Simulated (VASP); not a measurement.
A run of VASP 6.6.1:

File POSCAR:

```
CuO
1.0
    2.3726673498     -1.7338196878      0.0000000000
    2.3726673498      1.7338196878      0.0000000000
   -0.8612132810      0.0000000000      5.1244279405
Cu O
2 2
Direct
    0.5000000000      0.0000000000      0.5000000000
    0.0000000000      0.5000000000      0.0000000000
    0.4184000000      0.5816000000      0.7500000000
    0.5816000000      0.4184000000      0.2500000000
```

File INCAR.step1:

```
ALGO = Normal ; EDIFF = 1E-4
ENCUT = 520 ; GGA = PE
ISMEAR = -1 ; LASPH = T
LCHARG = F ; LREAL = F
LWAVE = T ; NBANDS = 25
NELM = 60 ; PREC = Accurate
SIGMA = 0.05
```

INCAR.step2

```
ALGO = Normal ; EDIFF = 1E-6
ENCUT = 520 ; ISIF = 2
ISMEAR = -1 ; ISTART = 1
LASPH = T ; LCHARG = F
LMIXTAU = T ; LREAL = F
LWAVE = F ; METAGGA = R2SCAN
NBANDS = 25 ; NELM = 60
PREC = Accurate ; SIGMA = 0.05
```

Contents of KPOINTS:

```
k-points
0
Gamma
  10 10 5
```

Potentials or basis: VASP PAW PBE potentials, release 64 (Cu, O).

Command:

```bash
$ cat potpaw_PBE.64/Cu/POTCAR potpaw_PBE.64/O/POTCAR > POTCAR
$ cp INCAR.step1 INCAR
$ mpirun -np 1 vasp_std > vasp.out
$ cp INCAR.step2 INCAR
$ mpirun -np 1 vasp_std > vasp.out
```

Hardware: 1 thread of Intel Xeon 8259CL (shared host).

Problem. Estimate the wall time of this run.

Solution. It took 9.1 min on 1 thread of Intel Xeon 8259CL (shared host), peak memory 0.26 GiB. Counts: k points 141.
